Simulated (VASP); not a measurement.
# Al (P6_3/mmc) in VASP: further runs

Runs on Al. Level: LDA. Tasks: single point.

Everything below comes from runs of VASP 6.6.1. Logs are shortened: lines on timing, memory, paths and dates and some standing lists are left out, and cuts for length are marked.

## Step 1: The cell of the first run

The structure is hexagonal, space group P6_3/mmc (No. 194). The conventional cell has a = 2.824 Å, b = 2.824 Å, c = 4.511 Å, α = 90.00°, β = 90.00°, γ = 120.00°. Within 3.7 Å of Al (site symmetry -6m2) lie 12 Al at 2.78 to 2.82 Å.

This isn't the form of Al at room conditions, which is fcc.

## Step 2: Single point, LDA

Contents of INCAR:

```
PREC = Accurate
ENCUT = 520
EDIFF = 1E-6
ISMEAR = 0
SIGMA = 0.15
LREAL = F
LASPH = T
NELM = 80
ALGO = Normal
ISIF = 2
LWAVE = F
LCHARG = F
GGA = CA
NBANDS = 10
```

Contents of KPOINTS:

```
regular mesh
0
Gamma
  18 18 10
```

Contents of POSCAR:

```
Al
1.0
    2.8235000000      0.0000000000      0.0000000000
   -1.4117500000      2.4452227276      0.0000000000
    0.0000000000      0.0000000000      4.5105000000
Al
2
Direct
    0.6666666667      0.3333333333      0.7500000000
    0.3333333333      0.6666666667      0.2500000000
```

Potentials or basis: VASP PAW LDA potentials, release 64 (Al).

Command:

```
> cat potpaw_LDA.64/Al/POTCAR > POTCAR
> mpirun -np 1 vasp_std > vasp.out
```

OUTCAR:

```text
PREC = Accurate
   ENCUT = 520
   EDIFF = 1E-6
   ISMEAR = 0
   LREAL = F
   LASPH = T
   NELM = 80
   ISIF = 2
   GGA = CA

 ion  position               nearest neighbor table
   1  0.667  0.333  0.750-   2 2.78   2 2.78   2 2.78   2 2.78   2 2.78   2 2.78
   2  0.333  0.667  0.250-   1 2.78   1 2.78   1 2.78   1 2.78   1 2.78   1 2.78

  LATTYP: Found a hexagonal cell.
 ALAT       =     2.8235000000
 C/A-ratio  =     1.5974853905

  Lattice vectors:

 A1 = (   2.8235000000,   0.0000000000,   0.0000000000)
 A2 = (  -1.4117500000,   2.4452227276,   0.0000000000)
 A3 = (   0.0000000000,   0.0000000000,   4.5105000000)

Analysis of symmetry for initial positions (statically):
=====================================================================
 Subroutine PRICEL returns:
 Original cell was already a primitive cell.

 Routine SETGRP: Setting up the symmetry group for a
 hexagonal supercell.

 Subroutine GETGRP returns: Found 24 space group operations
 (whereof 12 operations were pure point group operations)
 out of a pool of 24 trial point group operations.

The static configuration has the point symmetry D_3d.
 The point group associated with its full space group is D_6h.

Analysis of symmetry for dynamics (positions and initial velocities):
=====================================================================
 Subroutine PRICEL returns:
 Original cell was already a primitive cell.

 Routine SETGRP: Setting up the symmetry group for a
 hexagonal supercell.

 Subroutine GETGRP returns: Found 24 space group operations
 (whereof 12 operations were pure point group operations)
 out of a pool of 24 trial point group operations.

The dynamic configuration has the point symmetry D_3d.
 The point group associated with its full space group is D_6h.

 Subroutine INISYM returns: Found 24 space group operations
 (whereof 12 operations are pure point group operations),
 and found     1 'primitive' translations

----------------------------------------------------------------------------------------

                                     Primitive cell

  volume of cell :      31.1409

  direct lattice vectors                    reciprocal lattice vectors
     2.823500000  0.000000000  0.000000000     0.354170356  0.204480350  0.000000000
    -1.411750000  2.445222728  0.000000000     0.000000000  0.408960701  0.000000000
     0.000000000  0.000000000  4.510500000     0.000000000  0.000000000  0.221704911

  length of vectors
     2.823500000  2.823500000  4.510500000     0.408960701  0.408960701  0.221704911

  position of ions in fractional coordinates (direct lattice)
     0.666666667  0.333333333  0.750000000
     0.333333333  0.666666667  0.250000000

  ion indices of the primitive-cell ions
   primitive index   ion index
                 1           1
                 2           2

----------------------------------------------------------------------------------------

 KPOINTS: regular mesh

Automatic generation of k-mesh.
 Grid dimensions read from file:
 generate k-points for:   18   18   10

 Generating k-lattice:

  Cartesian coordinates                     Fractional coordinates (reciprocal lattice)
     0.019676131  0.011360019  0.000000000     0.055555556  0.000000000  0.000000000
     0.000000000  0.022720039  0.000000000     0.000000000  0.055555556  0.000000000
     0.000000000  0.000000000  0.022170491     0.000000000  0.000000000  0.100000000

  Length of vectors
     0.022720039  0.022720039  0.022170491

  Shift w.r.t. Gamma in fractional coordinates (k-lattice)
     0.000000000  0.000000000  0.000000000

 Subroutine IBZKPT returns following result:
 ===========================================

 Found    222 irreducible k-points:

 Following reciprocal coordinates:
            Coordinates               Weight
  0.000000  0.000000  0.000000      1.000000
  0.055556  0.000000  0.000000      6.000000
  0.111111  0.000000  0.000000      6.000000
  0.166667  0.000000  0.000000      6.000000
  0.222222 -0.000000  0.000000      6.000000
  0.277778 -0.000000  0.000000      6.000000
[... 16 lines left out ...]
  0.333333  0.111111  0.000000     12.000000
  0.388889  0.111111  0.000000     12.000000
 [... further k-points ...]
   k-points           NKPTS =    222   k-points in BZ     NKDIM =    222   number of bands    NBANDS=     10
   number of dos      NEDOS =    301   number of ions     NIONS =      2
   total plane-waves  NPLWV =  20736
   dimension x,y,z NGX =    24 NGY =   24 NGZ =   36
   dimension x,y,z NGXF=    48 NGYF=   48 NGZF=   72
   ions per type =               2
   NGX,Y,Z   is equivalent  to a cutoff of  14.13, 14.13, 13.27 a.u.
   NGXF,Y,Z  is equivalent  to a cutoff of  28.26, 28.26, 26.54 a.u.
 SYSTEM =  unknown system
   PREC   = accura    normal or accurate (medium, high low for compatibility)
   ISTART =      0    job   : 0-new  1-cont  2-samecut
   ICHARG =      2    charge: 1-file 2-atom 10-const
   ISPIN  =      1    spin polarized calculation?
   LNONCOLLINEAR =      F non collinear calculations
   LSORBIT =      F    spin-orbit coupling
   LASPH  =      T    aspherical Exc in radial PAW
   ENCUT  =  520.0 eV  38.22 Ry    6.18 a.u.   5.25  5.25  8.39*2*pi/ulx,y,z
   NELM   =     80;   NELMIN=  2; NELMDL= -5     # of ELM steps
   EDIFF  = 0.1E-05   stopping-criterion for ELM
   LREAL  =      F    real-space projection
   EDIFFG = 0.1E-04   stopping-criterion for IOM
   NSW    =      0    number of steps for IOM
   IBRION =     -1    ionic relax: 0-MD 1-quasi-New 2-CG
   NFREE  =      0    steps in history (QN), initial steepest desc. (CG)
   ISIF   =      2    stress and relaxation
   ISYM   =      2    0-nonsym 1-usesym 2-fastsym
   POTIM  = 0.5000    time-step for ionic-motion
   TEBEG  =    0.0;   TEEND  =   0.0 temperature during run
   PSTRESS=    0.0 pullay stress
   NELECT =       6.0000    total number of electrons
   NUPDOWN=      -1.0000    fix difference up-down
   EMIN   =  10.00;   EMAX   =-10.00  energy-range for DOS
   EFERMI =   0.00;   METHOD = LEGACY
   ISMEAR =     0;   SIGMA  =   0.15  broadening in eV -4-tet -1-fermi 0-gaus
   EFERMI_NEDOS =   21; number of points for ismear=-14 and -15
   IALGO  =     38    algorithm
   IMIX   =      4    mixing-type and parameters
     AMIX     =   0.40;   BMIX     =  1.00
     AMIX_MAG =   1.60;   BMIX_MAG =  1.00
  volume/ion in A,a.u.               =      15.57       105.07
  Fermi-wavevector in a.u.,A,eV,Ry     =   0.945544  1.786819 12.164328  0.894053
  Thomas-Fermi vector in A             =   2.073455
   LORBIT       =      0    0 simple, 1 ext, 2 COOP (PROOUT), +10 PAW based schemes
   GGA     = CA    functional components
   LHFCALC =     F    Hartree Fock is set to
   AEXX    =    0.0000 exact exchange contribution
   IVDW    =     0    specifies the selected vdW correction
   LEPSILON=     F    determine dielectric tensor
   LRPA    =     F    only Hartree local field effects (RPA)
 non-spin polarized calculation
 Gauss-broadening in eV      SIGMA  =   0.15
  energy-cutoff  :      520.00
  volume of cell :       31.14
 maximum number of plane-waves:       852
 NGX is ok and might be reduce to    24
   NGX = 11   NGY = 11   NGZ = 17

 number of electron       6.0000000 magnetization

 Free energy of the ion-electron system (eV)
  ---------------------------------------------------
  ext. energy  EPLUGINS =         0.00000000
  ---------------------------------------------------
  free energy    TOTEN  =        -8.30832041 eV

  energy without entropy =       -8.29811393  energy(sigma->0) =       -8.30321717

 E-fermi :   8.4085     XC(G=0): -10.5611

 val. band max:        8.4076313736   @ k =   0.3889   0.1111   0.0000
 cond. band min:       8.4131535108   @ k =   0.3333   0.0556   0.5000
 fundamental gap:      0.0055221372
 Fermi energy:         8.4085483381

 k-point     1 :       0.0000    0.0000    0.0000
  band No.  band energies     occupation
      1      -3.1020      2.00000
      2       3.7541      2.00000
      3       4.2057      2.00000
      4      18.9698      0.00000
      5      18.9698      0.00000
      6      19.3759      0.00000
      7      19.3759      0.00000
      8      21.0143      0.00000
      9      22.6239      0.00000
     10      23.9553      0.00000

 k-point     2 :       0.0556    0.0000    0.0000
  band No.  band energies     occupation
      1      -3.0259      2.00000
      2       3.8242      2.00000
      3       4.2796      2.00000
      4      17.4204      0.00000
      5      18.0522      0.00000
      6      19.3150      0.00000
      7      20.4231      0.00000
      8      21.7146      0.00000
      9      23.2089      0.00000
     10      23.2359      0.00000

 k-point     3 :       0.1111    0.0000    0.0000
  band No.  band energies     occupation
      1      -2.7977      2.00000
      2       4.0344      2.00000
      3       4.5006      2.00000
      4      15.3381      0.00000
      5      17.0891      0.00000
      6      18.5363      0.00000
      7      21.4226      0.00000
      8      21.5646      0.00000
      9      21.7612      0.00000
     10      22.9310      0.00000

 k-point     4 :       0.1667    0.0000    0.0000
  band No.  band energies     occupation
      1      -2.4182      2.00000
      2       4.3848      2.00000
      3       4.8652      2.00000
      4      13.2653      0.00000
      5      16.2516      0.00000
      6      17.6153      0.00000
      7      19.4543      0.00000
      8      20.0515      0.00000
      9      22.2488      0.00000
     10      22.4628      0.00000
[... 222 lines left out ...]
 k-point    22 :       0.2778    0.1111    0.0000
  band No.  band energies     occupation
      1      -0.1645      2.00000
      2       6.4843      2.00000
      3       6.7014      2.00000
      4       8.1367      1.98962
      5      11.5517      0.00000
      6      14.1043      0.00000
      7      14.9259      0.00000
      8      18.0925      0.00000
      9      18.5148      0.00000
     10      19.3646      0.00000

 k-point    23 :       0.3333    0.1111    0.0000
  band No.  band energies     occupation
      1       0.7995      2.00000
      2       5.9111      2.00000
      3       7.3877      2.00000
      4       8.1808      1.96822
      5      11.1365      0.00000
      6      12.5227      0.00000
      7      13.5227      0.00000
      8      17.7140      0.00000
      9      18.2092      0.00000
     10      19.0412      0.00000

 k-point    24 :       0.3889    0.1111    0.0000
  band No.  band energies     occupation
      1       1.9010      2.00000
      2       4.4983      2.00000
      3       8.4076      1.00690
      4       9.0623      0.00000
      5      10.7106      0.00000
      6      11.0910      0.00000
      7      12.4143      0.00000
      8      17.4895      0.00000
      9      18.0246      0.00000
     10      18.8444      0.00000

 [... further k-points ...]
[... 5 lines left out ...]
  --------------------------------------------------------------------------------------
  -------------------------------------------------------------------------------------
  Total        0.2705171      0.2705171      0.6785448      0.0000000      0.0000000     -0.0000000
  in kB       13.9179224     13.9179224     34.9106730      0.0000000      0.0000000     -0.0000000
  external PRESSURE =      20.9155059 kB  Pullay stress =       0.0000000 kB

 VOLUME and BASIS-vectors are now :
 -----------------------------------------------------------------------------
  energy-cutoff  :      520.00
  volume of cell :       31.14
      direct lattice vectors                 reciprocal lattice vectors
     2.823500000  0.000000000  0.000000000     0.354170356  0.204480350  0.000000000
    -1.411750000  2.445222728  0.000000000     0.000000000  0.408960701  0.000000000
     0.000000000  0.000000000  4.510500000     0.000000000  0.000000000  0.221704911

 POSITION                                       TOTAL-FORCE (eV/Angst)
 -----------------------------------------------------------------------------------
      1.41175      0.81507      3.38288        -0.000000     -0.000000      0.000000
     -0.00000      1.63015      1.12763         0.000000      0.000000      0.000000
 -----------------------------------------------------------------------------------
    total drift:                                0.000000     -0.000000     -0.000000

  FREE ENERGIE OF THE ION-ELECTRON SYSTEM (eV)
  ---------------------------------------------------
  free  energy   TOTEN  =        -8.3083204061 eV

  energy  without entropy=       -8.2981139318  energy(sigma->0) =       -8.30321717
```

It took 54 s on 1 thread of Intel Xeon 8259CL, shared host; peak memory 0.17 GiB.

Results:

```
Free energy            : -8.3083 eV
Pressure               : 2.1 GPa
Band gap on the k mesh : zero (bands 3 and 4 overlap by 7.92 eV)
```

## Step 3: Single point, LDA

This run uses another cell than the first one, of 15.71 Å³/atom.

Contents of INCAR:

```
PREC     = Accurate       # precision mode
ENCUT    = 520            # plane-wave cutoff, eV
EDIFF    = 1E-6           # SCF threshold, eV
ISMEAR   = 0              # smearing method
SIGMA    = 0.15           # smearing width, eV
LREAL    = False          # projectors in reciprocal space
LASPH    = True           # aspherical terms in the spheres
NELM     = 100            # most SCF steps
ALGO     = Normal         # electronic algorithm
ISIF     = 2              # what is computed and relaxed
LWAVE    = False          # write WAVECAR
LCHARG   = False          # write CHGCAR
NBANDS   = 10             # bands
```

KPOINTS is that of step 2.

Contents of POSCAR:

```
Al
1.0
    2.9006000000      0.0000000000      0.0000000000
   -1.4503000000      2.5119932862      0.0000000000
    0.0000000000      0.0000000000      4.3113000000
Al
2
Direct
    0.6666666667      0.3333333333      0.7500000000
    0.3333333333      0.6666666667      0.2500000000
```

Potentials or basis: VASP PAW LDA potentials, release 64 (Al).

Command:

```
> cat potpaw_LDA.64/Al/POTCAR > POTCAR
> mpirun -np 1 vasp_std > vasp.out
```

Run time: 46 s. Hardware: 1 thread of Intel Xeon 8259CL, shared host; peak memory 0.17 GiB.

The run converged. Its results:

```yaml
Free_energy: -8.2633 eV
Pressure: 2.3 GPa
Band_gap_on_the_k_mesh: zero (bands 3 and 4 overlap by 9.07 eV)
```

Stress tensor (GPa, compression positive):
```
-0.32  0.00  0.00
 0.00 -0.32  0.00
 0.00  0.00  7.53
```

Levels at points of the mesh, in eV from the Fermi level:
```
           k point  band 1  band 2  band 3  band 4  band 5  band 6  band 7  band 8
(0.00, 0.00, 0.00)  -11.45   -4.15   -3.25    9.31    9.31   10.00   10.00   12.73
(0.50, 0.00, 0.00)   -5.89   -5.56    0.74    1.73    2.14    2.49    4.63    6.75
(0.00, 0.00, 0.50)   -9.48   -9.48    5.43    5.43   10.83   10.83   10.83   10.83
(0.50, 0.00, 0.50)   -4.19   -4.19   -3.43   -3.43    6.31    6.31    7.61    7.61
```

## Step 4: Single point, LDA

This run uses another cell than the first one, of 15.84 Å³/atom.

Contents of INCAR:

```
PREC     = Accurate       # precision mode
ENCUT    = 520            # plane-wave cutoff, eV
EDIFF    = 1E-7           # SCF threshold, eV
ISMEAR   = 0              # smearing method
SIGMA    = 0.15           # smearing width, eV
LREAL    = F              # projectors in reciprocal space
LASPH    = T              # aspherical terms in the spheres
NELM     = 100            # most SCF steps
ALGO     = Fast           # electronic algorithm
ISIF     = 2              # what is computed and relaxed
LWAVE    = F              # write WAVECAR
LCHARG   = F              # write CHGCAR
NBANDS   = 10             # bands
```

Contents of KPOINTS:

```
Automatic mesh
0
Gamma
  18 18 10
```

Contents of POSCAR:

```
Al
1.0
    2.8515000000      0.0000000000      0.0000000000
   -1.4257500000      2.4694714389      0.0000000000
    0.0000000000      0.0000000000      4.4988000000
Al
2
Direct
    0.6666666667      0.3333333333      0.7500000000
    0.3333333333      0.6666666667      0.2500000000
```

Potentials or basis: VASP PAW LDA potentials, release 64 (Al).

Command:

```
> cat potpaw_LDA.64/Al/POTCAR > POTCAR
> mpirun -np 1 vasp_std > vasp.out
```

OUTCAR:

```text
PREC = Accurate
   ENCUT = 520
   EDIFF = 1E-7
   ISMEAR = 0
   LREAL = F
   LASPH = T
   NELM = 100
   ISIF = 2

 ion  position               nearest neighbor table
   1  0.667  0.333  0.750-   2 2.79   2 2.79   2 2.79   2 2.79   2 2.79   2 2.79
   2  0.333  0.667  0.250-   1 2.79   1 2.79   1 2.79   1 2.79   1 2.79   1 2.79

  LATTYP: Found a hexagonal cell.
 ALAT       =     2.8515000000
 C/A-ratio  =     1.5776959495

  Lattice vectors:

 A1 = (   2.8515000000,   0.0000000000,   0.0000000000)
 A2 = (  -1.4257500000,   2.4694714389,   0.0000000000)
[... 492 lines left out ...]
      5      10.4774      0.00000
      6      10.9124      0.00000
      7      12.1426      0.00000
      8      17.1929      0.00000
      9      17.7315      0.00000
     10      18.3702      0.00000

 [... further k-points ...]
[... 5 lines left out ...]
  --------------------------------------------------------------------------------------
  -------------------------------------------------------------------------------------
  Total       -0.0549919     -0.0549919      0.5200373      0.0000000     -0.0000000      0.0000000
  in kB       -2.7812214     -2.7812214     26.3009240      0.0000000     -0.0000000      0.0000000
  external PRESSURE =       6.9128270 kB  Pullay stress =       0.0000000 kB

 VOLUME and BASIS-vectors are now :
 -----------------------------------------------------------------------------
  energy-cutoff  :      520.00
  volume of cell :       31.68
      direct lattice vectors                 reciprocal lattice vectors
     2.851500000  0.000000000  0.000000000     0.350692618  0.202472477  0.000000000
    -1.425750000  2.469471439  0.000000000     0.000000000  0.404944955  0.000000000
     0.000000000  0.000000000  4.498800000     0.000000000  0.000000000  0.222281497

 POSITION                                       TOTAL-FORCE (eV/Angst)
 -----------------------------------------------------------------------------------
      1.42575      0.82316      3.37410         0.000000      0.000000      0.000000
     -0.00000      1.64631      1.12470        -0.000000     -0.000000      0.000000
 -----------------------------------------------------------------------------------
    total drift:                                0.000000     -0.000000     -0.000000

  FREE ENERGIE OF THE ION-ELECTRON SYSTEM (eV)
  ---------------------------------------------------
  free  energy   TOTEN  =        -8.3088444278 eV

  energy  without entropy=       -8.2984655768  energy(sigma->0) =       -8.30365500
```

OSZICAR:

```text
N       E                     dE             d eps       ncg     rms          rms(c)
DAV:   1    -0.654872419161E+00   -0.65487E+00   -0.23624E+03  4448   0.476E+02
DAV:   2    -0.820551959336E+01   -0.75506E+01   -0.72888E+01  5814   0.566E+01
DAV:   3    -0.837199634356E+01   -0.16648E+00   -0.16292E+00  5892   0.649E+00
DAV:   4    -0.837255894772E+01   -0.56260E-03   -0.56248E-03  5308   0.431E-01
DAV:   5    -0.837256167362E+01   -0.27259E-05   -0.27267E-05  5464   0.302E-02    0.201E+00
RMM:   6    -0.833370248387E+01    0.38859E-01   -0.40092E-03  4489   0.317E-01    0.115E+00
RMM:   7    -0.830891530363E+01    0.24787E-01   -0.10183E-02  4620   0.499E-01    0.166E-01
RMM:   8    -0.830883674486E+01    0.78559E-04   -0.59317E-04  4873   0.151E-01    0.444E-02
RMM:   9    -0.830884458843E+01   -0.78436E-05   -0.69897E-05  5121   0.652E-02    0.153E-02
RMM:  10    -0.830884490673E+01   -0.31830E-06   -0.98366E-06  5149   0.182E-02    0.302E-02
RMM:  11    -0.830884439682E+01    0.50991E-06   -0.16530E-06  5190   0.101E-02    0.113E-02
RMM:  12    -0.830884442785E+01   -0.31032E-07   -0.32759E-07  5110   0.367E-03
   1 F= -.83088444E+01 E0= -.83036550E+01  d E =-.103789E-01
```

stdout:

```text
POSCAR found type information on POSCAR Al
 POSCAR found :  1 types and       2 ions
 scaLAPACK will be used
 LDA part: xc-table for (Slater(with rela. corr.)+CA(PZ))
 , standard interpolation
 POSCAR, INCAR and KPOINTS ok, starting setup
 FFT: planning ... GRIDC
 FFT: planning ... GRID_SOFT
 FFT: planning ... GRID
 WAVECAR not read
 entering main loop
```

Run time: 65 s. Hardware: 1 thread of Intel Xeon 8259CL, shared host; peak memory 0.17 GiB.

Results:

- Free energy: -8.3088 eV
- Pressure: 0.7 GPa
- Band gap on the k mesh: zero (bands 3 and 4 overlap by 8.08 eV)

(Continued in part 2 of 2.)
